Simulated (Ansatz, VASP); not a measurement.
# One calculation of NbP, two programs

INCAR

```
PREC = Accurate
ENCUT = 520
EDIFF = 1E-6
ISMEAR = 0
SIGMA = 0.15
LREAL = False
LASPH = True
NELM = 100
ALGO = Fast
ISIF = 2
LWAVE = False
LCHARG = False
GGA = PE
NBANDS = 46
```

The input KPOINTS:

```
regular mesh
0
Gamma
  14 14 4
```

POSCAR

```
NbP
1.0
   -3.3470468442      0.0000000000      0.0000000000
    0.0000000000     -3.3470468442      0.0000000000
    0.0000000000      0.0000000000     11.9279644792
Nb P
4 4
Direct
    0.0000000000      0.0000000000      0.5592655168
    0.5000000000      0.5000000000      0.0802246671
    0.5000000000      0.0000000000      0.3197450920
    0.0000000000      0.5000000000      0.7987859417
    0.5000000000      0.5000000000      0.6383639847
    1.0000000000      0.0000000000      0.1593231349
    1.0000000000      0.5000000000      0.3988435598
    0.5000000000      0.0000000000      0.8778844095
```

Input for Ansatz:

```yaml
crystal:
  lattice:
    - [-3.3470468442, 0.0, 0.0]
    - [0.0, -3.3470468442, 0.0]
    - [0.0, 0.0, 11.9279644792]
  atoms:
    - { symbol: Nb, position: [0.0, 0.0, 0.5592655168] }
    - { symbol: Nb, position: [0.5, 0.5, 0.0802246671] }
    - { symbol: Nb, position: [0.5, 0.0, 0.319745092] }
    - { symbol: Nb, position: [0.0, 0.5, 0.7987859417] }
    - { symbol: P, position: [0.5, 0.5, 0.6383639847] }
    - { symbol: P, position: [1.0, 0.0, 0.1593231349] }
    - { symbol: P, position: [1.0, 0.5, 0.3988435598] }
    - { symbol: P, position: [0.5, 0.0, 0.8778844095] }
basis:
  ecutwfc: 420
kpoints:
  mp_grid: { grid: [14, 14, 4] }
hamiltonian:
  xc: pbe
scf:
  occupations: { method: gaussian, width: 0.15 }
output:
  forces: true
  stress: true
  eigenvalues: true
```

Alike in both runs: task single point; functional PBE; k mesh 14 × 14 × 4; occupations gaussian, width 0.15 eV; no spin polarisation.

|  | VASP | Ansatz |
| --- | --- | --- |
| version | VASP 6.6.1 | Ansatz 0.2.0 |
| potentials or method | VASP PAW PBE potentials, release 64 (Nb_sv, P), cutoff 520 eV | scalar-relativistic, plane waves, PAW |
| valence electrons in the cell | 72 | 72 |

Ansatz gave:

```
gap on the k mesh at the Fermi level (eV)                     : none
pressure (GPa)                                                : -4.0
traceless stress, the component that is largest in VASP (GPa) : -3.51
rms of the force components (eV/Å)                            : 0.505
```

Q: Estimate VASP's values.

A: gap on the k mesh at the Fermi level (eV): none; pressure (GPa): -4.4; traceless stress, the component that is largest in VASP (GPa): -3.48; rms of the force components (eV/Å): 0.501.

Atom by atom the forces differ by 0.004 eV/Å (rms over components). A gap of «none» marks a metal or a gap that the smearing closes. The functional is the same, so the differences come from potentials, cutoffs and numerics.
